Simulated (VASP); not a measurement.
# TaNb3F2 (P4/mmm) in VASP: notebook, part 2 of 2

VASP 6.6.1. The steps go on from the part before.

### 3 Single point, PBE, collinear spin

INCAR reads:

```
  PREC = Accurate
  ENCUT = 520
  EDIFF = 1E-7
  ISMEAR = 0
  SIGMA = 0.1
  LREAL = F
  LASPH = T
  NELM = 150
  ALGO = Normal
  ISIF = 2
  LWAVE = F
  LCHARG = F
  ISPIN = 2
  MAGMOM = 1 0 0 0 0 0
  LORBIT = 11
  LMAXMIX = 4
  GGA = PE
  NBANDS = 45
```

KPOINTS reads:

```
Automatic mesh
0
Gamma
  6 6 2
```

POSCAR reads:

```
TaNb3F2
1.0
    3.0916815821      0.0000000000      0.0000000000
    0.0000000000      3.0916815821      0.0000000000
    0.0000000000      0.0000000000     10.0148173144
Ta Nb F
1 3 2
Direct
    0.0000000000      0.0000000000      0.0000000000
    0.0000000000      0.0000000000      0.6745903391
    0.0000000000      0.0000000000      0.3254096609
    0.5000000000      0.5000000000      0.5000000000
    0.5000000000      0.5000000000      0.8822462804
    0.5000000000      0.5000000000      0.1177537196
```

Potentials or basis: VASP PAW PBE potentials, release 64 (Ta_pv, Nb_sv, F).

The run is started by

```console
$ cat potpaw_PBE.64/Ta_pv/POTCAR potpaw_PBE.64/Nb_sv/POTCAR potpaw_PBE.64/F/POTCAR > POTCAR
$ mpirun -np 1 vasp_std > vasp.out
```

OUTCAR:

```text
PREC = Accurate
   ENCUT = 520
   EDIFF = 1E-7
   ISMEAR = 0
   LREAL = F
   LASPH = T
   NELM = 150
   ISIF = 2
   ISPIN = 2
   LORBIT = 11
   GGA = PE

 ion  position               nearest neighbor table
   1  0.000  0.000  0.000-   5 2.48   6 2.48   5 2.48   6 2.48   5 2.48   6 2.48   5 2.48   6 2.48
                             2 3.26   3 3.26
   2  0.000  0.000  0.675-   4 2.80   4 2.80   4 2.80   4 2.80   1 3.26
   3  0.000  0.000  0.325-   4 2.80   4 2.80   4 2.80   4 2.80   1 3.26
   4  0.500  0.500  0.500-   2 2.80   3 2.80   2 2.80   3 2.80   2 2.80   3 2.80   2 2.80   3 2.80

   5  0.500  0.500  0.882-   1 2.48   1 2.48   1 2.48   1 2.48
   6  0.500  0.500  0.118-   1 2.48   1 2.48   1 2.48   1 2.48

  LATTYP: Found a simple tetragonal cell.
 ALAT       =     3.0916815821
 C/A-ratio  =     3.2392783825

  Lattice vectors:

 A1 = (   3.0916815821,   0.0000000000,   0.0000000000)
 A2 = (   0.0000000000,   3.0916815821,   0.0000000000)
 A3 = (   0.0000000000,   0.0000000000,  10.0148173144)

[... 2092 lines left out ...]
  -------------------------------------------------------------------------------------
  Total       -0.2401698     -0.2401698     -0.4060044      0.0000000      0.0000000      0.0000000
  in kB       -4.0197263     -4.0197263     -6.7953019      0.0000000      0.0000000      0.0000000
  external PRESSURE =      -4.9449182 kB  Pullay stress =       0.0000000 kB

 VOLUME and BASIS-vectors are now :
 -----------------------------------------------------------------------------
  energy-cutoff  :      520.00
  volume of cell :       95.73
      direct lattice vectors                 reciprocal lattice vectors
     3.091681582  0.000000000  0.000000000     0.323448574  0.000000000  0.000000000
     0.000000000  3.091681582  0.000000000     0.000000000  0.323448574  0.000000000
     0.000000000  0.000000000 10.014817314     0.000000000  0.000000000  0.099852046

 POSITION                                       TOTAL-FORCE (eV/Angst)
 -----------------------------------------------------------------------------------
      0.00000      0.00000      0.00000        -0.000000      0.000000      0.000000
      0.00000      0.00000      6.75590        -0.000000      0.000000      0.011241
      0.00000      0.00000      3.25892        -0.000000      0.000000     -0.011241
      1.54584      1.54584      5.00741        -0.000000      0.000000      0.000000
      1.54584      1.54584      8.83554         0.000000     -0.000000     -0.007646
      1.54584      1.54584      1.17928         0.000000     -0.000000      0.007646
 -----------------------------------------------------------------------------------
    total drift:                                0.000000     -0.000000      0.000000

  FREE ENERGIE OF THE ION-ELECTRON SYSTEM (eV)
  ---------------------------------------------------
  free  energy   TOTEN  =       -46.9131839394 eV

  energy  without entropy=      -46.8885988868  energy(sigma->0) =      -46.90089141

 total charge

# of ion       s       p       d       tot
------------------------------------------
    1        0.289   6.031   2.267   8.586
    2        2.217   5.954   2.523  10.695
    3        2.217   5.954   2.523  10.695
    4        2.245   6.034   2.529  10.808
    5        1.769   4.255   0.000   6.024
    6        1.769   4.255   0.000   6.024
--------------------------------------------------
tot         10.507  32.483   9.841  52.831

 magnetization (x)

# of ion       s       p       d       tot
------------------------------------------
    1        0.000   0.000   0.000   0.000
    2       -0.000  -0.000  -0.000  -0.000
    3       -0.000  -0.000  -0.000  -0.000
    4       -0.000  -0.000  -0.000  -0.000
    5       -0.000   0.000   0.000   0.000
    6       -0.000   0.000   0.000   0.000
--------------------------------------------------
tot         -0.000  -0.000  -0.000  -0.000
```

stdout:

```text
POSCAR found type information on POSCAR TaNbF
 POSCAR found :  3 types and       6 ions
 scaLAPACK will be used
 LDA part: xc-table for (Slater+PW92), standard interpolation
 POSCAR, INCAR and KPOINTS ok, starting setup
 FFT: planning ... GRIDC
 FFT: planning ... GRID_SOFT
 FFT: planning ... GRID
 WAVECAR not read
 entering main loop
```

It took 1.7 min on 1 thread of Intel Xeon 6975P-C (Granite Rapids), shared host; peak memory 0.32 GiB.

What came out:

```
Free energy                                           : -46.9132 eV
Pressure                                              : -0.5 GPa
Largest force                                         : 0.011 eV/Å
Band gap on the k mesh                                : zero (filled and empty bands overlap)
Net moment                                            : 0.00 μB per cell
Valence electrons inside the program's atomic spheres : Ta 8.59; Nb 10.70, 10.81 (each value once); F 6.02
```

Forces in eV/Å, atoms in the order of the input:
```
Ta   0.000  0.000  0.000
Nb   0.000  0.000  0.011
Nb   0.000  0.000 -0.011
Nb   0.000  0.000  0.000
F    0.000  0.000 -0.008
F    0.000  0.000  0.008
```

Levels at points of the mesh, in eV from the Fermi level:
Spin up:
| k point | band 30 | band 31 | band 32 | band 33 | band 34 | band 35 |
| --- | --- | --- | --- | --- | --- | --- |
| (0.00, 0.00, 0.00) | -1.89 | -0.31 | 0.16 | 0.16 | 0.21 | 0.72 |
| (0.50, 0.00, 0.00) | -0.76 | -0.68 | -0.24 | 0.54 | 0.97 | 0.99 |
| (0.50, 0.50, 0.00) | -0.76 | -0.53 | 1.09 | 1.47 | 1.61 | 1.61 |
| (0.00, 0.00, 0.50) | -1.86 | -0.32 | 0.16 | 0.16 | 0.71 | 0.84 |
| (0.50, 0.00, 0.50) | -0.78 | -0.69 | -0.43 | -0.04 | 0.08 | 1.03 |
| (0.50, 0.50, 0.50) | -0.74 | -0.74 | 1.14 | 1.65 | 1.65 | 2.40 |
Spin down:
| k point | band 29 | band 30 | band 31 | band 32 | band 33 | band 34 | band 35 | band 36 |
| --- | --- | --- | --- | --- | --- | --- | --- | --- |
| (0.00, 0.00, 0.00) | -2.14 | -1.89 | -0.31 | 0.16 | 0.16 | 0.21 | 0.72 | 1.51 |
| (0.50, 0.00, 0.00) | -0.76 | -0.76 | -0.68 | -0.25 | 0.54 | 0.97 | 0.99 | 1.05 |
| (0.50, 0.50, 0.00) | -0.76 | -0.76 | -0.53 | 1.09 | 1.47 | 1.61 | 1.61 | 2.53 |
| (0.00, 0.00, 0.50) | -2.17 | -1.86 | -0.32 | 0.16 | 0.16 | 0.71 | 0.84 | 1.47 |
| (0.50, 0.00, 0.50) | -0.78 | -0.78 | -0.69 | -0.43 | -0.04 | 0.08 | 1.03 | 1.51 |
| (0.50, 0.50, 0.50) | -1.03 | -0.74 | -0.74 | 1.14 | 1.65 | 1.65 | 2.40 | 2.40 |

Caveat: spin-orbit coupling is left out, which moves the levels of the heavy elements.

### 4 Single point, PBE, collinear spin

This run uses another cell than the first one, of 18.33 Å³/atom.

INCAR is that of step 3.

KPOINTS reads:

```
regular mesh
0
Gamma
  6 6 2
```

POSCAR reads:

```
TaNb3F2
1.0
    3.0917900100      0.0000000000      0.0000000000
    0.0000000000      3.0917900100      0.0000000000
    0.0000000000      0.0000000000     11.5051676800
Ta Nb F
1 3 2
Direct
    0.0000000000      0.0000000000      0.0000000000
    0.0000000000      0.0000000000      0.6647679800
    0.0000000000      0.0000000000      0.3352320200
    0.5000000000      0.5000000000      0.5000000000
    0.5000000000      0.5000000000      0.8681410000
    0.5000000000      0.5000000000      0.1318590000
```

Potentials or basis: VASP PAW PBE potentials, release 64 (Ta_pv, Nb_sv, F).

The run is started by

```console
$ cat potpaw_PBE.64/Ta_pv/POTCAR potpaw_PBE.64/Nb_sv/POTCAR potpaw_PBE.64/F/POTCAR > POTCAR
$ mpirun -np 1 vasp_std > vasp.out
```

OUTCAR:

```text
PREC = Accurate
   ENCUT = 520
   EDIFF = 1E-7
   ISMEAR = 0
   LREAL = F
   LASPH = T
   NELM = 150
   ISIF = 2
   ISPIN = 2
   LORBIT = 11
   GGA = PE

 ion  position               nearest neighbor table
   1  0.000  0.000  0.000-   5 2.66   6 2.66   5 2.66   6 2.66   5 2.66   6 2.66   5 2.66   6 2.66

   2  0.000  0.000  0.665-   4 2.89   4 2.89   4 2.89   4 2.89
   3  0.000  0.000  0.335-   4 2.89   4 2.89   4 2.89   4 2.89
   4  0.500  0.500  0.500-   2 2.89   3 2.89   2 2.89   3 2.89   2 2.89   3 2.89   2 2.89   3 2.89

   5  0.500  0.500  0.868-   1 2.66   1 2.66   1 2.66   1 2.66
   6  0.500  0.500  0.132-   1 2.66   1 2.66   1 2.66   1 2.66

  LATTYP: Found a simple tetragonal cell.
 ALAT       =     3.0917900100
 C/A-ratio  =     3.7211995778

  Lattice vectors:

 A1 = (   3.0917900100,   0.0000000000,   0.0000000000)
 A2 = (   0.0000000000,   3.0917900100,   0.0000000000)
 A3 = (   0.0000000000,   0.0000000000,  11.5051676800)

Analysis of symmetry for initial positions (statically):
=====================================================================
 Subroutine PRICEL returns:
 Original cell was already a primitive cell.

 Routine SETGRP: Setting up the symmetry group for a
 simple tetragonal supercell.

 Subroutine GETGRP returns: Found 16 space group operations
 (whereof 16 operations were pure point group operations)
 out of a pool of 16 trial point group operations.

The static configuration has the point symmetry D_4h.

Analysis of symmetry for dynamics (positions and initial velocities):
=====================================================================
 Subroutine PRICEL returns:
 Original cell was already a primitive cell.

 Routine SETGRP: Setting up the symmetry group for a
 simple tetragonal supercell.

 Subroutine GETGRP returns: Found 16 space group operations
 (whereof 16 operations were pure point group operations)
 out of a pool of 16 trial point group operations.

The dynamic configuration has the point symmetry D_4h.

Analysis of structural, dynamic, and magnetic symmetry:
=====================================================================
 Subroutine PRICEL returns:
 Original cell was already a primitive cell.

 Routine SETGRP: Setting up the symmetry group for a
 simple tetragonal supercell.

 Subroutine GETGRP returns: Found 16 space group operations
 (whereof 16 operations were pure point group operations)
 out of a pool of 16 trial point group operations.

The overall configuration has the point symmetry D_4h.

 Subroutine INISYM returns: Found 16 space group operations
 (whereof 16 operations are pure point group operations),
 and found     1 'primitive' translations

----------------------------------------------------------------------------------------

                                     Primitive cell

  volume of cell :     109.9798

  direct lattice vectors                    reciprocal lattice vectors
     3.091790010  0.000000000  0.000000000     0.323437231  0.000000000  0.000000000
     0.000000000  3.091790010  0.000000000     0.000000000  0.323437231  0.000000000
     0.000000000  0.000000000 11.505167680     0.000000000  0.000000000  0.086917464

  length of vectors
     3.091790010  3.091790010 11.505167680     0.323437231  0.323437231  0.086917464

[... 89 lines left out ...]
   ISIF   =      2    stress and relaxation
   ISYM   =      2    0-nonsym 1-usesym 2-fastsym
   POTIM  = 0.5000    time-step for ionic-motion
   TEBEG  =    0.0;   TEEND  =   0.0 temperature during run
   PSTRESS=    0.0 pullay stress
   NELECT =      64.0000    total number of electrons
   NUPDOWN=      -1.0000    fix difference up-down
   EMIN   =  10.00;   EMAX   =-10.00  energy-range for DOS
   EFERMI =   0.00;   METHOD = LEGACY
   ISMEAR =     0;   SIGMA  =   0.10  broadening in eV -4-tet -1-fermi 0-gaus
   EFERMI_NEDOS =   21; number of points for ismear=-14 and -15
   IALGO  =     38    algorithm
   IMIX   =      4    mixing-type and parameters
     AMIX     =   0.40;   BMIX     =  1.00
     AMIX_MAG =   1.60;   BMIX_MAG =  1.00
  volume/ion in A,a.u.               =      18.33       123.70
  Fermi-wavevector in a.u.,A,eV,Ry     =   1.366775  2.582831 25.416706  1.868075
  Thomas-Fermi vector in A             =   2.492886
   LORBIT       =     11    0 simple, 1 ext, 2 COOP (PROOUT), +10 PAW based schemes
   GGA     = PE    functional components
   LHFCALC =     F    Hartree Fock is set to
   AEXX    =    0.0000 exact exchange contribution
   IVDW    =     0    specifies the selected vdW correction
   LEPSILON=     F    determine dielectric tensor
   LRPA    =     F    only Hartree local field effects (RPA)
 spin polarized calculation
 Gauss-broadening in eV      SIGMA  =   0.10
  energy-cutoff  :      520.00
  volume of cell :      109.98
 maximum number of plane-waves:      2992
 NGX is ok and might be reduce to    24
   NGX = 11   NGY = 11   NGZ = 43

 number of electron      64.0000012 magnetization       0.9415485

 Free energy of the ion-electron system (eV)
  ---------------------------------------------------
  ext. energy  EPLUGINS =         0.00000000
  ---------------------------------------------------
  free energy    TOTEN  =       -46.00156214 eV

  energy without entropy =      -45.96172831  energy(sigma->0) =      -45.98164522

 E-fermi :   7.0467     XC(G=0): -11.0061

 val. band max:        7.0355018534   @ k =   0.1667   0.1667   0.5000
 cond. band min:       7.0547870642   @ k =   0.3333   0.0000   0.5000
 fundamental gap:      0.0192852107
 Fermi energy:         7.0466748669

 spin component 1

 k-point     1 :       0.0000    0.0000    0.0000
  band No.  band energies     occupation
      1     -48.1215      1.00000
      2     -48.0941      1.00000
      3     -47.5069      1.00000
      4     -29.3214      1.00000
      5     -28.9304      1.00000
      6     -28.9304      1.00000
[... 929 lines left out ...]
     43      11.2531      0.00000
     44      11.2666      0.00000
 Fermi energy:         7.0466748669

 spin component 2

 k-point     1 :       0.0000    0.0000    0.0000
  band No.  band energies     occupation
      1     -48.0968      1.00000
      2     -48.0696      1.00000
      3     -47.4815      1.00000
      4     -28.8660      1.00000
      5     -28.6665      1.00000
      6     -28.6665      1.00000
[... 929 lines left out ...]
     43      11.2662      0.00000
     44      11.2798      0.00000
 [bands above 44 left out]

------------------------ aborting loop because EDIFF is reached ----------------------------------------

  FORCE on cell =-STRESS in cart. coord.  units (eV):
  Direction    XX          YY          ZZ          XY          YZ          ZX
  --------------------------------------------------------------------------------------
  -------------------------------------------------------------------------------------
  Total       -7.3338774     -7.3338774     -8.4399510      0.0000000      0.0000000      0.0000000
  in kB     -106.8393652   -106.8393652   -122.9525594      0.0000000      0.0000000      0.0000000
  external PRESSURE =    -112.2104300 kB  Pullay stress =       0.0000000 kB

 VOLUME and BASIS-vectors are now :
 -----------------------------------------------------------------------------
  energy-cutoff  :      520.00
  volume of cell :      109.98
      direct lattice vectors                 reciprocal lattice vectors
     3.091790010  0.000000000  0.000000000     0.323437231  0.000000000  0.000000000
     0.000000000  3.091790010  0.000000000     0.000000000  0.323437231  0.000000000
     0.000000000  0.000000000 11.505167680     0.000000000  0.000000000  0.086917464

 POSITION                                       TOTAL-FORCE (eV/Angst)
 -----------------------------------------------------------------------------------
      0.00000      0.00000      0.00000        -0.000000     -0.000000      0.000000
      0.00000      0.00000      7.64827        -0.000000      0.000000     -0.635660
      0.00000      0.00000      3.85690         0.000000      0.000000      0.635660
      1.54590      1.54590      5.75258        -0.000000     -0.000000      0.000000
      1.54590      1.54590      9.98811        -0.000000     -0.000000      0.622977
      1.54590      1.54590      1.51706        -0.000000     -0.000000     -0.622977
 -----------------------------------------------------------------------------------
    total drift:                                0.000000     -0.000000      0.000000

  FREE ENERGIE OF THE ION-ELECTRON SYSTEM (eV)
  ---------------------------------------------------
  free  energy   TOTEN  =       -46.0015621376 eV

  energy  without entropy=      -45.9617283104  energy(sigma->0) =      -45.98164522

 total charge

# of ion       s       p       d       tot
------------------------------------------
    1        0.295   6.007   2.164   8.467
    2        2.207   5.944   2.454  10.605
    3        2.207   5.944   2.454  10.605
    4        2.227   6.027   2.404  10.658
    5        1.764   4.224   0.000   5.988
    6        1.764   4.224   0.000   5.988
--------------------------------------------------
tot         10.462  32.371   9.478  52.311

 magnetization (x)

# of ion       s       p       d       tot
------------------------------------------
    1        0.027   0.004   0.468   0.500
    2        0.000   0.002   0.035   0.037
    3        0.000   0.002   0.035   0.037
    4        0.000   0.002   0.036   0.039
    5        0.005   0.017   0.000   0.023
    6        0.005   0.017   0.000   0.023
--------------------------------------------------
tot          0.038   0.045   0.574   0.657
```

It took 2.3 min on 1 thread of Intel Xeon 6975P-C (Granite Rapids), shared host; peak memory 0.35 GiB.

What came out:

- Free energy: -46.0016 eV
- Pressure: -11.2 GPa
- Largest force: 0.636 eV/Å
- Net moment: 0.94 μB per cell
- Site moments: Ta +0.50; Nb +0.04; F +0.02 μB
- Valence electrons inside the program's atomic spheres: Ta 8.47; Nb 10.61, 10.66 (each value once); F 5.99

Forces on the atoms (eV/Å):
```
Ta   0.000  0.000  0.000
Nb   0.000  0.000 -0.636
Nb   0.000  0.000  0.636
Nb   0.000  0.000  0.000
F    0.000  0.000  0.623
F    0.000  0.000 -0.623
```

Caveat: the cell stands under tension; spin-orbit coupling is left out, which moves the levels of the heavy elements.

### 5 Summary

```tsv
spin	cell	k mesh	gap on the mesh (eV)	pressure (GPa)	moment (μB)	largest force (eV/Å)
off	a = 3.114, b = 3.114, c = 9.865 Å, 6 atoms, atomic positions A	12 × 12 × 4	none	-0.3	-	0.02
collinear	a = 3.092, b = 3.092, c = 10.015 Å, 6 atoms, atomic positions B	6 × 6 × 2	none	-0.5	0.00	0.01
collinear	a = 3.092, b = 3.092, c = 11.505 Å, 6 atoms, atomic positions C	6 × 6 × 2	none	-11.2	0.94	0.64
```

Alike in all rows: task single point; level PBE; potentials or basis VASP PAW PBE potentials, release 64 (Ta_pv, Nb_sv, F); cutoff (eV) 520; smearing gaussian 0.1 eV.

Caveats: spin-orbit coupling is left out, which moves the levels of the heavy elements; the cell stands under tension (at least some runs).

Absolute energies hang on the potentials; compare differences alone.
